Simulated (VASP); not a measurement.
Wanted: the native input for a VASP 6.6.1 run.

```
Task                   : relaxation of cell and atoms
Functional             : PBE
Potentials or basis    : VASP PAW PBE potentials, release 64 (Li_sv)
Cutoff                 : 750 eV
k mesh                 : 8 × 8 × 8
Occupations            : methfessel-paxton, width 0.1 eV
Spin                   : no spin polarisation
Dipole correction      : no
Further INCAR settings : ALGO = Normal; EDIFF = 1e-07; IBRION = 2; EDIFFG = -0.03; NSW = 80; ISIF = 3
```

The structure of Li lies in POSCAR:

```
Li
1.0
    1.7550000000      1.7550000000      1.7550000000
   -1.7550000000      1.7550000000      1.7550000000
   -1.7550000000     -1.7550000000      1.7550000000
Li
1
Direct
    0.0000000000      0.0000000000      0.0000000000
```

The input as run:

INCAR

```
  PREC = Accurate
  ENCUT = 750
  EDIFF = 1E-7
  ISMEAR = 1
  SIGMA = 0.1
  LREAL = False
  LASPH = True
  NELM = 120
  ALGO = Normal
  ISIF = 3
  LWAVE = False
  LCHARG = False
  GGA = PE
  IBRION = 2
  NSW = 80
  EDIFFG = -0.03
  GGA_COMPAT = False
  NELMIN = 4
```

KPOINTS

```
Automatic mesh
0
Gamma
  8 8 8
```

Potentials or basis: VASP PAW PBE potentials, release 64 (Li_sv).

Run with:

```sh
$ cat potpaw_PBE.64/Li_sv/POTCAR > POTCAR
$ mpirun -np 1 vasp_std > vasp.out
```

Results of the run:

The relaxed volume is 20.36 Å³/atom, the relaxed cell is a = 2.980 Å, b = 2.980 Å, c = 2.980 Å, α = 70.53°, β = 109.47°, γ = 70.53° and the space group after relaxing (to 0.05 Å) is Im-3m (No. 229). The energy gained by relaxing is 3.9 meV/atom. The ionic steps are 3 and the pressure after relaxing is -0.1 GPa.

Run time: 13 s on 1 thread of AMD EPYC 7R43 64-Core Processor (Zen 3), with other jobs on the host, peak memory 0.11 GiB.
